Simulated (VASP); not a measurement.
## BeS: single point with PBEsol

The system is BeS.

```
Be S
1.0
     2.94139    0.00000    0.00000
     0.00000    2.94139    0.00000
     0.00000    0.00000    2.94139
Be S
1 1
Cartesian
  0.0000 0.0000 0.0000
  1.4707 1.4707 1.4707
```

```
Program             : VASP 6.6.1
Task                : single point
Functional          : PBEsol
Potentials or basis : VASP PAW PBE potentials, release 64 (Be, S)
Cutoff              : 600 eV
k mesh              : 6 × 6 × 6
Occupations         : gaussian, width 0.05 eV
Spin                : no spin polarisation
```

```yaml
Pressure: -4.9 GPa
Band_gap_on_the_k_mesh: zero (bands 4 and 5 overlap by 1.23 eV)
```

Levels at points of the mesh, in eV from the Fermi level:
```
           k point  band 1  band 2  band 3  band 4  band 5  band 6  band 7  band 8
(0.00, 0.00, 0.00)  -15.98   -1.63   -1.63   -1.63    1.69    5.07    5.07   10.08
(0.50, 0.00, 0.00)  -14.17   -8.54    0.08    0.08    3.55    5.35    5.35    6.88
(0.50, 0.50, 0.00)  -12.31   -6.78   -6.78   -1.64    1.06    7.75    7.75    8.09
(0.50, 0.50, 0.50)  -10.75   -4.40   -4.40   -4.40   -0.45   -0.45   -0.45    4.02
```

It took 6.6 s on 1 thread of Intel Xeon 8259CL, with other jobs on the host, peak memory 0.13 GiB.

Caveat: the cell stands under tension; the structure was generated, so it needn't be the stable form of BeS; the PAW data sets were made with another functional, which shifts forces and pressure a little.
